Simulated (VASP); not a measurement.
# TiIn2 (Fm-3m) in VASP: a series of runs

TiIn2 is run at these levels: PBE; tasks: single point, relaxation of cell and atoms.

Everything below comes from runs of VASP 6.6.1. Logs are shortened: lines on timing, memory, paths and dates and some standing lists are left out, and cuts for length are marked.

## (1) The cell of the first run

Symmetry: Fm-3m, No. 225, cubic system. The conventional cell has a = 6.671 Å, b = 6.671 Å, c = 6.671 Å, α = 90.00°, β = 90.00°, γ = 90.00°. Within 3.8 Å of Ti (site symmetry m-3m) lie 8 In at 2.89 Å. Within 3.8 Å of In (site symmetry -43m) lie 4 Ti at 2.89 Å and 6 In at 3.34 Å.

## (2) Single point, PBE

The input, INCAR:

```
PREC     = Accurate       # precision mode
ENCUT    = 520            # plane-wave cutoff, eV
EDIFF    = 1E-6           # SCF threshold, eV
ISMEAR   = 0              # smearing method
SIGMA    = 0.1            # smearing width, eV
LREAL    = F              # projectors in reciprocal space
LASPH    = T              # aspherical terms in the spheres
NELM     = 100            # most SCF steps
ALGO     = Normal         # electronic algorithm
ISIF     = 2              # what is computed and relaxed
LWAVE    = F              # write WAVECAR
LCHARG   = F              # write CHGCAR
GGA      = PE             # functional
NBANDS   = 26             # bands
```

The input, KPOINTS:

```
Automatic mesh
0
Gamma
  4 4 4
```

The input, POSCAR:

```
TiIn2
1.0
    0.0000000000      3.3353189219      3.3353189219
    3.3353189219      0.0000000000      3.3353189219
    3.3353189219      3.3353189219      0.0000000000
Ti In
1 2
Direct
    0.5000000000      0.5000000000      0.5000000000
    0.2500000000      0.2500000000      0.2500000000
    0.7500000000      0.7500000000      0.7500000000
```

Potentials or basis: VASP PAW PBE potentials, release 64 (Ti_sv, In_d).

Command:

```sh
$ cat potpaw_PBE.64/Ti_sv/POTCAR potpaw_PBE.64/In_d/POTCAR > POTCAR
$ mpirun -np 1 vasp_std > vasp.out
```

OUTCAR:

```text
PREC = Accurate
   ENCUT = 520
   EDIFF = 1E-6
   ISMEAR = 0
   LREAL = F
   LASPH = T
   NELM = 100
   ISIF = 2
   GGA = PE

 ion  position               nearest neighbor table
   1  0.500  0.500  0.500-   2 2.89   2 2.89   2 2.89   3 2.89   3 2.89   3 2.89   3 2.89   2 2.89

   2  0.250  0.250  0.250-   1 2.89   1 2.89   1 2.89   1 2.89   3 3.34   3 3.34   3 3.34   3 3.34
                             3 3.34   3 3.34
   3  0.750  0.750  0.750-   1 2.89   1 2.89   1 2.89   1 2.89   2 3.34   2 3.34   2 3.34   2 3.34
                             2 3.34   2 3.34

  LATTYP: Found a face centered cubic cell.
 ALAT       =     6.6706378438

  Lattice vectors:

 A1 = (   0.0000000000,   3.3353189219,   3.3353189219)
 A2 = (   3.3353189219,   0.0000000000,   3.3353189219)
 A3 = (   3.3353189219,   3.3353189219,   0.0000000000)

Analysis of symmetry for initial positions (statically):
=====================================================================
 Subroutine PRICEL returns:
 Original cell was already a primitive cell.

 Routine SETGRP: Setting up the symmetry group for a
 face centered cubic supercell.

 Subroutine GETGRP returns: Found 48 space group operations
 (whereof 48 operations were pure point group operations)
 out of a pool of 48 trial point group operations.

The static configuration has the point symmetry O_h .

Analysis of symmetry for dynamics (positions and initial velocities):
=====================================================================
 Subroutine PRICEL returns:
 Original cell was already a primitive cell.

 Routine SETGRP: Setting up the symmetry group for a
 face centered cubic supercell.

 Subroutine GETGRP returns: Found 48 space group operations
 (whereof 48 operations were pure point group operations)
 out of a pool of 48 trial point group operations.

The dynamic configuration has the point symmetry O_h .

 Subroutine INISYM returns: Found 48 space group operations
 (whereof 48 operations are pure point group operations),
 and found     1 'primitive' translations

----------------------------------------------------------------------------------------

                                     Primitive cell

  volume of cell :      74.2065

[... 67 lines left out ...]
   ISPIN  =      1    spin polarized calculation?
   LNONCOLLINEAR =      F non collinear calculations
   LSORBIT =      F    spin-orbit coupling
   LASPH  =      T    aspherical Exc in radial PAW
   ENCUT  =  520.0 eV  38.22 Ry    6.18 a.u.   8.77  8.77  8.77*2*pi/ulx,y,z
   NELM   =    100;   NELMIN=  2; NELMDL= -5     # of ELM steps
   EDIFF  = 0.1E-05   stopping-criterion for ELM
   LREAL  =      F    real-space projection
   EDIFFG = 0.1E-04   stopping-criterion for IOM
   NSW    =      0    number of steps for IOM
   IBRION =     -1    ionic relax: 0-MD 1-quasi-New 2-CG
   NFREE  =      0    steps in history (QN), initial steepest desc. (CG)
   ISIF   =      2    stress and relaxation
   ISYM   =      2    0-nonsym 1-usesym 2-fastsym
   POTIM  = 0.5000    time-step for ionic-motion
   TEBEG  =    0.0;   TEEND  =   0.0 temperature during run
   PSTRESS=    0.0 pullay stress
   NELECT =      38.0000    total number of electrons
   NUPDOWN=      -1.0000    fix difference up-down
   EMIN   =  10.00;   EMAX   =-10.00  energy-range for DOS
   EFERMI =   0.00;   METHOD = LEGACY
   ISMEAR =     0;   SIGMA  =   0.10  broadening in eV -4-tet -1-fermi 0-gaus
   EFERMI_NEDOS =   21; number of points for ismear=-14 and -15
   IALGO  =     38    algorithm
   IMIX   =      4    mixing-type and parameters
     AMIX     =   0.40;   BMIX     =  1.00
     AMIX_MAG =   1.60;   BMIX_MAG =  1.00
  volume/ion in A,a.u.               =      24.74       166.92
  Fermi-wavevector in a.u.,A,eV,Ry     =   1.309751  2.475070 23.340075  1.715447
  Thomas-Fermi vector in A             =   2.440328
   LORBIT       =      0    0 simple, 1 ext, 2 COOP (PROOUT), +10 PAW based schemes
   GGA     = PE    functional components
   LHFCALC =     F    Hartree Fock is set to
   AEXX    =    0.0000 exact exchange contribution
   IVDW    =     0    specifies the selected vdW correction
   LEPSILON=     F    determine dielectric tensor
   LRPA    =     F    only Hartree local field effects (RPA)
 non-spin polarized calculation
 Gauss-broadening in eV      SIGMA  =   0.10
  energy-cutoff  :      520.00
  volume of cell :       74.21
 maximum number of plane-waves:      2012
   NGX = 17   NGY = 17   NGZ = 17

 number of electron      38.0000017 magnetization

 Free energy of the ion-electron system (eV)
  ---------------------------------------------------
  ext. energy  EPLUGINS =         0.00000000
  ---------------------------------------------------
  free energy    TOTEN  =       -12.30728386 eV

  energy without entropy =      -12.29336663  energy(sigma->0) =      -12.30032525

 E-fermi :   6.8155     XC(G=0): -10.1490

 val. band max:        6.8137008229   @ k =   0.5000   0.0000   0.0000
 cond. band min:       6.8312328162   @ k =  -0.2500   0.5000   0.2500
 fundamental gap:      0.0175319933
 Fermi energy:         6.8155450835

 k-point     1 :       0.0000    0.0000    0.0000
  band No.  band energies     occupation
      1     -50.5447      2.00000
      2     -26.8178      2.00000
      3     -26.8178      2.00000
      4     -26.8178      2.00000
      5      -7.6118      2.00000
      6      -7.6118      2.00000
[... 221 lines left out ...]
     25      11.2388      0.00000
     26      13.1828      0.00000

------------------------ aborting loop because EDIFF is reached ----------------------------------------

  FORCE on cell =-STRESS in cart. coord.  units (eV):
  Direction    XX          YY          ZZ          XY          YZ          ZX
  --------------------------------------------------------------------------------------
  -------------------------------------------------------------------------------------
  Total       -0.0314745     -0.0314745     -0.0314745     -0.0000000      0.0000000     -0.0000000
  in kB       -0.6795600     -0.6795600     -0.6795600     -0.0000000      0.0000000     -0.0000000
  external PRESSURE =      -0.6795600 kB  Pullay stress =       0.0000000 kB

 VOLUME and BASIS-vectors are now :
 -----------------------------------------------------------------------------
  energy-cutoff  :      520.00
  volume of cell :       74.21
      direct lattice vectors                 reciprocal lattice vectors
     0.000000000  3.335318922  3.335318922    -0.149910702  0.149910702  0.149910702
     3.335318922  0.000000000  3.335318922     0.149910702 -0.149910702  0.149910702
     3.335318922  3.335318922  0.000000000     0.149910702  0.149910702 -0.149910702

 POSITION                                       TOTAL-FORCE (eV/Angst)
 -----------------------------------------------------------------------------------
      3.33532      3.33532      3.33532        -0.000000     -0.000000     -0.000000
      1.66766      1.66766      1.66766         0.000000      0.000000     -0.000000
      5.00298      5.00298      5.00298        -0.000000     -0.000000      0.000000
 -----------------------------------------------------------------------------------
    total drift:                                0.000000      0.000000      0.000000

  FREE ENERGIE OF THE ION-ELECTRON SYSTEM (eV)
  ---------------------------------------------------
  free  energy   TOTEN  =       -12.3072838617 eV

  energy  without entropy=      -12.2933666296  energy(sigma->0) =      -12.30032525
```

stdout:

```text
POSCAR found type information on POSCAR TiIn
 POSCAR found :  2 types and       3 ions
 scaLAPACK will be used
 LDA part: xc-table for (Slater+PW92), standard interpolation
 POSCAR, INCAR and KPOINTS ok, starting setup
 FFT: planning ... GRIDC
 FFT: planning ... GRID_SOFT
 FFT: planning ... GRID
 WAVECAR not read
 entering main loop
```

It took 14 s on 1 thread of Intel Xeon Platinum 8559C (Emerald Rapids), shared host; peak memory 0.2 GiB.

Results:

```
Free energy            : -12.3073 eV
Pressure               : -0.1 GPa
Band gap on the k mesh : zero (band 19 reaches 7.14 eV, above the bottom of band 20 at 6.51 eV)
```

Caveat: the k points lie up to 0.41 Å⁻¹ apart; spin-orbit coupling is left out, which moves the levels of the heavy elements.

## (3) Single point, PBE

This run uses another cell than the first one, of 25.24 Å³/atom, 1.020 times its volume.

The input, INCAR:

```
SYSTEM = TiIn2
ALGO = Normal ; EDIFF = 1E-6
ENCUT = 520 ; GGA = PE
ISIF = 2 ; ISMEAR = 0
LASPH = .True. ; LCHARG = .False.
LREAL = .False. ; LWAVE = .False.
NBANDS = 26 ; NELM = 80
PREC = Accurate ; SIGMA = 0.1
```

The input, KPOINTS:

```
k-points
0
Gamma
  4 4 4
  0 0 0
```

The input, POSCAR:

```
TiIn2
1.0
    0.0000000000      3.3578200300      3.3578200300
    3.3578200300      0.0000000000      3.3578200300
    3.3578200300      3.3578200300      0.0000000000
Ti In
1 2
Direct
    0.5000000000      0.5000000000      0.5000000000
    0.2500000000      0.2500000000      0.2500000000
    0.7500000000      0.7500000000      0.7500000000
```

Potentials or basis: VASP PAW PBE potentials, release 64 (Ti_sv, In_d).

Command:

```sh
$ cat potpaw_PBE.64/Ti_sv/POTCAR potpaw_PBE.64/In_d/POTCAR > POTCAR
$ mpirun -np 1 vasp_std > vasp.out
```

Run time: 16 s. Hardware: 1 thread of Intel Xeon Platinum 8559C (Emerald Rapids), shared host; peak memory 0.2 GiB.

The run converged. Its results:

* Free energy: -12.3020 eV
* Pressure: -1.1 GPa
* Band gap on the k mesh: zero (band 19 reaches 6.93 eV, above the bottom of band 20 at 6.29 eV)

Levels at points of the mesh, in eV from the Fermi level:
| k point | band 17 | band 18 | band 19 | band 20 | band 21 | band 22 |
| --- | --- | --- | --- | --- | --- | --- |
| (0.00, 0.00, 0.00) | -1.45 | -1.45 | 0.05 | 0.50 | 0.50 | 4.44 |
| (0.50, 0.00, 0.00) | -0.90 | -0.90 | -0.01 | 0.57 | 0.57 | 1.47 |
| (0.50, 0.50, 0.00) | -3.66 | -1.14 | -1.14 | 0.30 | 0.30 | 0.52 |

Caveat: the k points lie up to 0.41 Å⁻¹ apart; spin-orbit coupling is left out, which moves the levels of the heavy elements.

(Part 1 of 2 ends here.)
